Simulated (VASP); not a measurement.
A run of VASP 6.6.1:

File INCAR:

```
SYSTEM = Cd3SeS2
PREC = Accurate
ENCUT = 600
EDIFF = 1E-6
ISMEAR = 0
SIGMA = 0.1
LREAL = .FALSE.
LASPH = .TRUE.
NELM = 100
ALGO = Normal
ISIF = 3
LWAVE = .FALSE.
LCHARG = .FALSE.
GGA = PE
IBRION = 2
NSW = 90
EDIFFG = -0.04
```

KPOINTS

```
regular mesh
0
G
  4 4 2
  0 0 0
```

Contents of POSCAR:

```
Cd3SeS2
1.0
    4.4273181700      0.0000000000      0.0000000000
    0.0000000000      4.4273181700      0.0000000000
    0.0000000000      0.0000000000      8.7967435300
Cd Se S
3 1 2
Direct
    0.0000000000      0.0000000000      0.0000000000
    0.0000000000      0.0000000000      0.3887824300
    0.0000000000      0.0000000000      0.6112175700
    0.5000000000      0.5000000000      0.0000000000
    0.5000000000      0.5000000000      0.8207616000
    0.5000000000      0.5000000000      0.1792384000
```

Potentials or basis: VASP PAW PBE potentials, release 64 (Cd, Se, S).

Command:

```sh
$ cat potpaw_PBE.64/Cd/POTCAR potpaw_PBE.64/Se/POTCAR potpaw_PBE.64/S/POTCAR > POTCAR
$ mpirun -np 1 vasp_std > vasp.out
```

Hardware: 1 thread of AMD EPYC 7R13, with other jobs on the host.

Q: Estimate the wall time of this run.

A: Run time: 44 min on 1 thread of AMD EPYC 7R13 (shared host), peak memory 0.32 GiB. Counts: scf iterations 226, k points 12, ion steps 21.
